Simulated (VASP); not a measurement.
# GeN (Imm2) in VASP: relaxation of cell and atoms with PBE

Aim: the relaxation of cell and atoms of GeN with PBE.

Everything below comes from runs of VASP 6.6.1. Logs are shortened: lines on timing, memory, paths and dates and some standing lists are left out, and cuts for length are marked.

**1. The cell of the first run**

It takes space group Imm2 (No. 44, orthorhombic). Conventional cell: a = 3.095 Å, b = 7.658 Å, c = 5.141 Å, α = 90.00°, β = 90.00°, γ = 90.00°. Within 2.6 Å of Ge (site symmetry m) lie 3 N at 1.87 to 1.88 Å and 1 Ge at 2.52 Å. N (site symmetry m) has 3 Ge at 1.87 to 1.88 Å within 2.5 Å.

The cell was generated, and may not be a known phase.

**2. Relaxation of cell and atoms, PBE**

INCAR reads:

```
SYSTEM = GeN
  ALGO = Normal
  EDIFF = 1E-6
  EDIFFG = -0.01
  ENCUT = 600
  GGA = PE
  IBRION = 2
  ISIF = 3
  ISMEAR = 0
  LASPH = .TRUE.
  LCHARG = .FALSE.
  LREAL = .FALSE.
  LWAVE = .FALSE.
  NELM = 80
  NSW = 100
  PREC = Accurate
  SIGMA = 0.02
```

KPOINTS reads:

```
k-points
0
G
  10 10 10
  0 0 0
```

POSCAR reads:

```
GeN
1.0
   -1.5475668000      3.8289124000      2.5704006000
    1.5475668000     -3.8289124000      2.5704006000
    1.5475668000      3.8289124000     -2.5704006000
Ge N
2 2
Direct
    0.2707840000      0.6061380000      0.6646460000
    0.9414920000      0.6061380000      0.3353540000
    0.0111500000      0.2625785000      0.7485715000
    0.5140070000      0.2625785000      0.2514285000
```

Potentials or basis: VASP PAW PBE potentials, release 64 (Ge_d, N).

Command:

```
$ cat potpaw_PBE.64/Ge_d/POTCAR potpaw_PBE.64/N/POTCAR > POTCAR
$ mpirun -np 1 vasp_std > vasp.out
```

OUTCAR:

```text
SYSTEM = GeN
   EDIFF = 1E-6
   EDIFFG = -0.01
   ENCUT = 600
   GGA = PE
   IBRION = 2
   ISIF = 3
   ISMEAR = 0
   LASPH = .TRUE.
   LREAL = .FALSE.
   NELM = 80
   NSW = 100
   PREC = Accurate

 ion  position               nearest neighbor table
   1  0.271  0.606  0.665-   4 1.87   4 1.87   3 1.88   2 2.52
   2  0.941  0.606  0.335-   3 1.87   3 1.87   4 1.88   1 2.52
   3  0.011  0.263  0.749-   2 1.87   2 1.87   1 1.88
   4  0.514  0.263  0.251-   1 1.87   1 1.87   2 1.88

  LATTYP: Found a body centered orthorhombic cell.
 ALAT       =     3.0951336000
 B/A-ratio  =     1.6609303069
 C/A-ratio  =     2.4741500012

  Lattice vectors:

 A1 = (   1.5475668000,  -3.8289124000,  -2.5704006000)
 A2 = (  -1.5475668000,  -3.8289124000,   2.5704006000)
 A3 = (  -1.5475668000,   3.8289124000,  -2.5704006000)

Analysis of symmetry for initial positions (statically):
=====================================================================
 Subroutine PRICEL returns:
 Original cell was already a primitive cell.

 Routine SETGRP: Setting up the symmetry group for a
 body centered orthorhombic supercell.

 Subroutine GETGRP returns: Found  4 space group operations
 (whereof  4 operations were pure point group operations)
 out of a pool of  8 trial point group operations.

The static configuration has the point symmetry C_2v.

Analysis of symmetry for dynamics (positions and initial velocities):
=====================================================================
 Subroutine PRICEL returns:
 Original cell was already a primitive cell.

 Routine SETGRP: Setting up the symmetry group for a
 body centered orthorhombic supercell.

 Subroutine GETGRP returns: Found  4 space group operations
 (whereof  4 operations were pure point group operations)
 out of a pool of  8 trial point group operations.

The dynamic configuration has the point symmetry C_2v.

 Subroutine INISYM returns: Found  4 space group operations
 (whereof  4 operations are pure point group operations),
 and found     1 'primitive' translations

----------------------------------------------------------------------------------------

                                     Primitive cell

  volume of cell :      60.9236

  direct lattice vectors                    reciprocal lattice vectors
    -1.547566800  3.828912400  2.570400600     0.000000000  0.130585385  0.194522208
     1.547566800 -3.828912400  2.570400600     0.323087831  0.000000000  0.194522208
     1.547566800  3.828912400 -2.570400600     0.323087831  0.130585385  0.000000000

  length of vectors
     4.864410798  4.864410798  4.864410798     0.234289206  0.377126816  0.348479969

  position of ions in fractional coordinates (direct lattice)
     0.270784000  0.606138000  0.664646000
     0.941492000  0.606138000  0.335354000
     0.011150000  0.262578500  0.748571500
     0.514007000  0.262578500  0.251428500

  ion indices of the primitive-cell ions
   primitive index   ion index
                 1           1
                 2           2
                 3           3
                 4           4

----------------------------------------------------------------------------------------

 KPOINTS: k-points

Automatic generation of k-mesh.
 Grid dimensions read from file:
 generate k-points for:   10   10   10

 Generating k-lattice:

  Cartesian coordinates                     Fractional coordinates (reciprocal lattice)
     0.000000000  0.013058539  0.019452221     0.100000000  0.000000000  0.000000000
     0.032308783  0.000000000  0.019452221     0.000000000  0.100000000  0.000000000
     0.032308783  0.013058539  0.000000000     0.000000000  0.000000000  0.100000000

  Length of vectors
     0.023428921  0.037712682  0.034847997

  Shift w.r.t. Gamma in fractional coordinates (k-lattice)
     0.000000000  0.000000000  0.000000000

 Subroutine IBZKPT returns following result:
 ===========================================

 Found    171 irreducible k-points:

 Following reciprocal coordinates:
            Coordinates               Weight
  0.000000  0.000000  0.000000      1.000000
  0.100000  0.000000  0.000000      4.000000
  0.200000  0.000000  0.000000      4.000000
  0.300000  0.000000  0.000000      4.000000
  0.400000  0.000000  0.000000      4.000000
  0.500000  0.000000 -0.000000      2.000000
[... 16 lines left out ...]
 -0.400000  0.200000  0.000000      8.000000
 -0.300000  0.200000 -0.000000      8.000000
 [... further k-points ...]
   k-points           NKPTS =    171   k-points in BZ     NKDIM =    171   number of bands    NBANDS=     23
   number of dos      NEDOS =    301   number of ions     NIONS =      4
   total plane-waves  NPLWV =  64000
   dimension x,y,z NGX =    40 NGY =   40 NGZ =   40
   dimension x,y,z NGXF=    80 NGYF=   80 NGZF=   80
   ions per type =               2   2
   NGX,Y,Z   is equivalent  to a cutoff of  13.67, 13.67, 13.67 a.u.
   NGXF,Y,Z  is equivalent  to a cutoff of  27.34, 27.34, 27.34 a.u.
 SYSTEM =  GeN
   PREC   = accura    normal or accurate (medium, high low for compatibility)
   ISTART =      0    job   : 0-new  1-cont  2-samecut
   ICHARG =      2    charge: 1-file 2-atom 10-const
   ISPIN  =      1    spin polarized calculation?
   LNONCOLLINEAR =      F non collinear calculations
   LSORBIT =      F    spin-orbit coupling
   LASPH  =      T    aspherical Exc in radial PAW
   ENCUT  =  600.0 eV  44.10 Ry    6.64 a.u.   9.72  9.72  9.72*2*pi/ulx,y,z
   NELM   =     80;   NELMIN=  2; NELMDL= -5     # of ELM steps
   EDIFF  = 0.1E-05   stopping-criterion for ELM
   LREAL  =      F    real-space projection
   EDIFFG = -.1E-01   stopping-criterion for IOM
   NSW    =    100    number of steps for IOM
   IBRION =      2    ionic relax: 0-MD 1-quasi-New 2-CG
   NFREE  =      1    steps in history (QN), initial steepest desc. (CG)
   ISIF   =      3    stress and relaxation
   ISYM   =      2    0-nonsym 1-usesym 2-fastsym
   POTIM  = 0.5000    time-step for ionic-motion
   TEBEG  =    0.0;   TEEND  =   0.0 temperature during run
   PSTRESS=    0.0 pullay stress
   NELECT =      38.0000    total number of electrons
   NUPDOWN=      -1.0000    fix difference up-down
   EMIN   =  10.00;   EMAX   =-10.00  energy-range for DOS
   EFERMI =   0.00;   METHOD = LEGACY
   ISMEAR =     0;   SIGMA  =   0.02  broadening in eV -4-tet -1-fermi 0-gaus
   EFERMI_NEDOS =   21; number of points for ismear=-14 and -15
   IALGO  =     38    algorithm
   IMIX   =      4    mixing-type and parameters
     AMIX     =   0.40;   BMIX     =  1.00
     AMIX_MAG =   1.60;   BMIX_MAG =  1.00
  volume/ion in A,a.u.               =      15.23       102.78
  Fermi-wavevector in a.u.,A,eV,Ry     =   1.398752  2.643259 26.619908  1.956508
  Thomas-Fermi vector in A             =   2.521879
   LORBIT       =      0    0 simple, 1 ext, 2 COOP (PROOUT), +10 PAW based schemes
   GGA     = PE    functional components
   LHFCALC =     F    Hartree Fock is set to
   AEXX    =    0.0000 exact exchange contribution
   IVDW    =     0    specifies the selected vdW correction
   LEPSILON=     F    determine dielectric tensor
   LRPA    =     F    only Hartree local field effects (RPA)
 conjugate gradient relaxation of ions
 non-spin polarized calculation
 Gauss-broadening in eV      SIGMA  =   0.02
  energy-cutoff  :      600.00
  volume of cell :       60.92
 maximum number of plane-waves:      2048
   NGX = 19   NGY = 19   NGZ = 19

--------------------------------------- Ionic step        1  -------------------------------------------

 number of electron      38.0000006 magnetization

 Free energy of the ion-electron system (eV)
  ---------------------------------------------------
  ext. energy  EPLUGINS =         0.00000000
  ---------------------------------------------------
  free energy    TOTEN  =       -25.48675147 eV

  energy without entropy =      -25.48675147  energy(sigma->0) =      -25.48675147

------------------------ aborting loop because EDIFF is reached ----------------------------------------

  FORCE on cell =-STRESS in cart. coord.  units (eV):
  Direction    XX          YY          ZZ          XY          YZ          ZX
  --------------------------------------------------------------------------------------
  -------------------------------------------------------------------------------------
  Total       -0.1954515     -0.0638511     -0.1644996      0.0000000      0.0000000      0.0000000
  in kB       -5.1400101     -1.6791636     -4.3260322      0.0000000      0.0000000      0.0000000
  external PRESSURE =      -3.7150686 kB  Pullay stress =       0.0000000 kB
[... 23 lines left out ...]
  energy  without entropy=      -25.4867514724  energy(sigma->0) =      -25.48675147

--------------------------------------- Ionic step        2  -------------------------------------------

 number of electron      38.0000006 magnetization

 E-fermi :   4.9184     XC(G=0): -10.0017

 val. band max:        4.7444825269   @ k =   0.5000   0.5000   0.5000
 cond. band min:       5.4514526742   @ k =   0.5000   0.5000   0.5000
 fundamental gap:      0.7069701473
 Fermi energy:         4.9183984611

 k-point     1 :       0.0000    0.0000    0.0000
  band No.  band energies     occupation
      1     -20.4433      2.00000
      2     -20.4056      2.00000
      3     -20.3570      2.00000
      4     -20.3529      2.00000
      5     -20.2935      2.00000
      6     -20.2688      2.00000
[... 613 lines left out ...]
     22       9.3760      0.00000
     23      10.5335      0.00000

 [... further k-points ...]
[... 5 lines left out ...]
  --------------------------------------------------------------------------------------
  -------------------------------------------------------------------------------------
  Total        0.2567292      0.0368339      0.2129399      0.0000000      0.0000000      0.0000000
  in kB        6.7861311      0.9736311      5.6286458      0.0000000      0.0000000      0.0000000
  external PRESSURE =       4.4628027 kB  Pullay stress =       0.0000000 kB
[... 175 lines left out ...]
  energy  without entropy=      -25.4869681909  energy(sigma->0) =      -25.48696819

--------------------------------------- Ionic step        7  -------------------------------------------

 number of electron      38.0000006 magnetization

 Free energy of the ion-electron system (eV)
  ---------------------------------------------------
  ext. energy  EPLUGINS =         0.00000000
  ---------------------------------------------------
  free energy    TOTEN  =       -25.48698790 eV

  energy without entropy =      -25.48698790  energy(sigma->0) =      -25.48698790

 E-fermi :   4.8776     XC(G=0):  -9.9885

 val. band max:        4.7068616826   @ k =   0.5000   0.5000   0.5000
 cond. band min:       5.3938908981   @ k =   0.5000   0.5000   0.5000
 fundamental gap:      0.6870292155
 Fermi energy:         4.8776120652

 k-point     1 :       0.0000    0.0000    0.0000
  band No.  band energies     occupation
      1     -20.4727      2.00000
      2     -20.4365      2.00000
      3     -20.3882      2.00000
      4     -20.3850      2.00000
      5     -20.3253      2.00000
      6     -20.3017      2.00000
[... 613 lines left out ...]
     22       9.3323      0.00000
     23      10.4800      0.00000

 [... further k-points ...]
[... 5 lines left out ...]
  --------------------------------------------------------------------------------------
  -------------------------------------------------------------------------------------
  Total        0.0265517      0.0290251      0.0311831      0.0000000      0.0000000      0.0000000
  in kB        0.6997490      0.7649331      0.8218065      0.0000000      0.0000000      0.0000000
  external PRESSURE =       0.7621629 kB  Pullay stress =       0.0000000 kB
[... 19 lines left out ...]
  FREE ENERGIE OF THE ION-ELECTRON SYSTEM (eV)
  ---------------------------------------------------
  free  energy   TOTEN  =       -25.4869878969 eV

  energy  without entropy=      -25.4869878969  energy(sigma->0) =      -25.48698790

 reached required accuracy - stopping structural energy minimisation
```

Run time: 30 min. Hardware: 1 thread of Intel Xeon 8259CL, shared host; peak memory 0.44 GiB.

What came out:

| Property | Result |
| --- | --- |
| Free energy | -25.4870 eV |
| Relaxed volume | 15.20 Å³/atom |
| Relaxed cell | a = 4.862 Å, b = 4.862 Å, c = 4.862 Å, α = 142.92°, β = 76.14°, γ = 116.22° |
| Space group after relaxing (to 0.1 Å) | Imm2 (No. 44) |
| Energy gained by relaxing | 0.1 meV/atom |
| Ionic steps | 7 |
| Pressure after relaxing | 0.1 GPa |
| Largest force after relaxing | 0.007 eV/Å |
| Band gap on the k mesh | 0.69 eV |

Forces on the atoms (eV/Å):
```
Ge   0.000 -0.006 -0.003
Ge   0.000  0.006 -0.003
N    0.000  0.007  0.003
N    0.000 -0.007  0.003
```

The path:
```
step  energy change (eV)  largest force (eV/Å)  pressure (GPa)  volume (Å³)
   1              0.0000                0.0265           -0.37        60.92
   2              0.0001                0.0671            0.45        60.61
   3             -0.0002                0.0182            0.01        60.77
   4             -0.0002                0.0141           -0.05        60.79
   5             -0.0002                0.0185            0.05        60.78
   6             -0.0002                0.0146           -0.19        60.82
   7             -0.0002                0.0074            0.08        60.79
```

Final structure:
```yaml
crystal:
  lattice:
    - [-1.54606, 3.82759, 2.56832]
    - [1.54606, -3.82759, 2.56832]
    - [1.54606, 3.82759, -2.56832]
  atoms:
    - { symbol: Ge, position: [0.27079, 0.60610, 0.66469] }
    - { symbol: Ge, position: [0.94141, 0.60610, 0.33531] }
    - { symbol: N, position: [0.01124, 0.26262, 0.74862] }
    - { symbol: N, position: [0.51399, 0.26262, 0.25138] }
```

A k mesh can miss the band edges.
